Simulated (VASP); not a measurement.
Wanted: the native input for a VASP 6.6.1 run.

| Property | Result |
| --- | --- |
| Task | single point |
| Functional | PBE |
| Potentials or basis | VASP PAW PBE potentials, release 64 (Hf_pv, Mo_sv) |
| Cutoff | 520 eV |
| k mesh | 12 × 12 × 16 |
| Occupations | gaussian, width 0.1 eV |
| Spin | no spin polarisation |
| Dipole correction | no |
| Further INCAR settings | ALGO = Fast; EDIFF = 1e-07; NBANDS = 24 |

The structure of Hf2Mo lies in POSCAR:

```
Hf2Mo
1.0
    4.8700184576      0.0000000000      0.0000000000
   -2.4350092288      4.2175597012      0.0000000000
    0.0000000000      0.0000000000      2.8369633804
Hf Mo
2 1
Direct
    0.3333333333      0.6666666667      0.5000000000
    0.6666666667      0.3333333333      0.5000000000
    0.0000000000      0.0000000000      0.0000000000
```

The input as run:

INCAR

```
ALGO     = Fast           # electronic algorithm
EDIFF    = 1E-7           # SCF threshold, eV
ENCUT    = 520            # plane-wave cutoff, eV
GGA      = PE             # functional
ISIF     = 2              # what is computed and relaxed
ISMEAR   = 0              # smearing method
LASPH    = True           # aspherical terms in the spheres
LCHARG   = False          # write CHGCAR
LREAL    = False          # projectors in reciprocal space
LWAVE    = False          # write WAVECAR
NBANDS   = 24             # bands
NELM     = 100            # most SCF steps
PREC     = Accurate       # precision mode
SIGMA    = 0.1            # smearing width, eV
```

KPOINTS

```
k-points
0
Gamma
  12 12 16
```

Potentials or basis: VASP PAW PBE potentials, release 64 (Hf_pv, Mo_sv).

Launch:

```sh
$ cat potpaw_PBE.64/Hf_pv/POTCAR potpaw_PBE.64/Mo_sv/POTCAR > POTCAR
$ mpirun -np 1 vasp_std > vasp.out
```

Results of the run:

- Pressure: -0.5 GPa
- Band gap on the k mesh: zero (band 17 reaches 8.48 eV, above the bottom of band 18 at 6.13 eV)

Caveat: spin-orbit coupling is left out, which moves the levels of the heavy elements.

It took 89 s on 1 thread of Intel(R) Xeon(R) 6975P-C (Granite Rapids) (shared host), peak memory 0.34 GiB.
